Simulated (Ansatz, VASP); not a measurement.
Two plane-wave programs on C

```
C
1.0
     2.46653    0.00000    0.00000
    -1.23327    2.13608    0.00000
     0.00000    0.00000   26.79976
C
12
Direct
  0.66667 0.33333 0.95100
  0.66667 0.33333 0.45100
  0.66667 0.33333 0.78034
  0.66667 0.33333 0.28034
  0.00000 0.00000 0.61566
  0.33333 0.66667 0.28034
  0.00000 0.00000 0.11566
  0.66667 0.33333 0.61566
  0.33333 0.66667 0.78034
  0.33333 0.66667 0.11566
  0.33333 0.66667 0.45100
  0.33333 0.66667 0.95100
```

Alike in both runs: task electric field gradients; functional PBE; k mesh 18 × 18 × 2; occupations fermi-dirac, width 0.15 eV; no spin polarisation.

|  | VASP | Ansatz |
| --- | --- | --- |
| version | VASP 6.6.1 | Ansatz 0.2.0 |
| potentials or method | VASP PAW PBE potentials, release 64 (C), cutoff 520 eV | scalar-relativistic, plane waves, PAW |
| valence electrons in the cell | 48 | 48 |

|  | VASP | Ansatz | Ansatz less VASP |
| --- | --- | --- | --- |
| gap on the k mesh at the Fermi level (eV) | none | none | - |
| pressure (GPa) | 0.3 | 0.0 | -0.33 |
| traceless stress, the component that is largest in VASP (GPa) | -0.40 | -0.01 | +0.397 |
| size of Vzz on the site where it differs most (V/Å²) | 30.6 | 23.2 | -7.38 |

A gap of «none» marks a metal or a gap that the smearing closes. With one functional, cell and mesh, what is left measures potentials, basis and numerics. Ansatz's warnings: structure snapped to symmetry.
